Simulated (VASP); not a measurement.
# ZnSeS: relaxation of cell and atoms with PBE

Crystal: ZnSeS.

```
Zn Se S
1.0
     4.05561    0.00000    0.00000
    -2.02781    3.51227    0.00000
     0.00000    0.00000    5.34631
Zn Se S
1 1 1
Direct
  0.00000 0.00000 0.50000
  0.66667 0.33333 0.50000
  0.00000 0.00000 0.00000
```

The cell was built from a structure type or drawn by symmetry, and may not be a known phase.

```
Program                : VASP 6.6.1
Task                   : relaxation of cell and atoms
Functional             : PBE
Potentials or basis    : VASP PAW PBE potentials, release 64 (Zn, Se, S)
Cutoff                 : 600 eV
k mesh                 : 6 × 6 × 4
Occupations            : gaussian, width 0.1 eV
Spin                   : no spin polarisation
Dipole correction      : no
Further INCAR settings : ALGO = Normal; EDIFF = 1e-07; IBRION = 2; EDIFFG = -0.04; NSW = 90; ISIF = 3
```

* Relaxed volume: 25.41 Å³/atom
* Relaxed cell: a = 4.334 Å, b = 4.334 Å, c = 4.685 Å, α = 90.00°, β = 90.00°, γ = 120.00°
* Space group after relaxing (to 0.1 Å): P-6m2 (No. 187)
* Energy gained by relaxing: 146.6 meV/atom
* Ionic steps: 7
* Pressure after relaxing: -0.1 GPa
* Band gap on the k mesh: zero (bands 12 and 13 overlap by 1.15 eV)

Stress tensor (GPa, compression positive):
```
-0.20  0.00  0.00
 0.00 -0.20  0.00
 0.00  0.00  0.23
```

Step by step:
| step | energy change (eV) | largest force (eV/Å) | pressure (GPa) | volume (Å³) |
| --- | --- | --- | --- | --- |
| 1 | 0.0000 | 0.0000 | 0.72 | 76.15 |
| 2 | -0.3022 | 0.0000 | -1.15 | 77.20 |
| 3 | -0.4265 | 0.0000 | -1.25 | 77.72 |
| 4 | -0.4343 | 0.0000 | -1.01 | 77.82 |
| 5 | -0.4340 | 0.0000 | -1.06 | 77.80 |
| 6 | -0.4386 | 0.0000 | 0.43 | 75.52 |
| 7 | -0.4398 | 0.0000 | -0.06 | 76.22 |

Final structure:
```yaml
crystal:
  lattice:
    - [4.33406, 0.00000, 0.00000]
    - [-2.16703, 3.75341, 0.00000]
    - [0.00000, 0.00000, 4.68523]
  atoms:
    - { symbol: Zn, position: [0.00000, 0.00000, 0.50000] }
    - { symbol: Se, position: [0.66667, 0.33333, 0.50000] }
    - { symbol: S, position: [0.00000, 0.00000, 0.00000] }
```

Levels at points of the mesh, in eV from the Fermi level:
| k point | band 8 | band 9 | band 10 | band 11 | band 12 | band 13 | band 14 | band 15 | band 16 |
| --- | --- | --- | --- | --- | --- | --- | --- | --- | --- |
| (0.00, 0.00, 0.00) | -4.02 | -1.93 | -1.93 | -0.01 | -0.01 | 0.31 | 1.05 | 5.72 | 6.08 |
| (0.50, 0.00, 0.00) | -3.81 | -3.24 | -2.93 | -1.39 | -0.79 | 0.14 | 2.79 | 7.47 | 8.20 |
| (0.00, 0.00, 0.50) | -2.95 | -1.39 | -1.29 | -1.29 | -0.49 | -0.49 | 4.87 | 5.04 | 5.04 |
| (0.50, 0.00, 0.50) | -5.89 | -2.71 | -2.31 | -0.76 | -0.22 | 0.43 | 4.67 | 6.73 | 7.67 |

It took 3.5 min on 1 thread of Intel Xeon 8259CL, with other jobs on the host, peak memory 0.25 GiB.
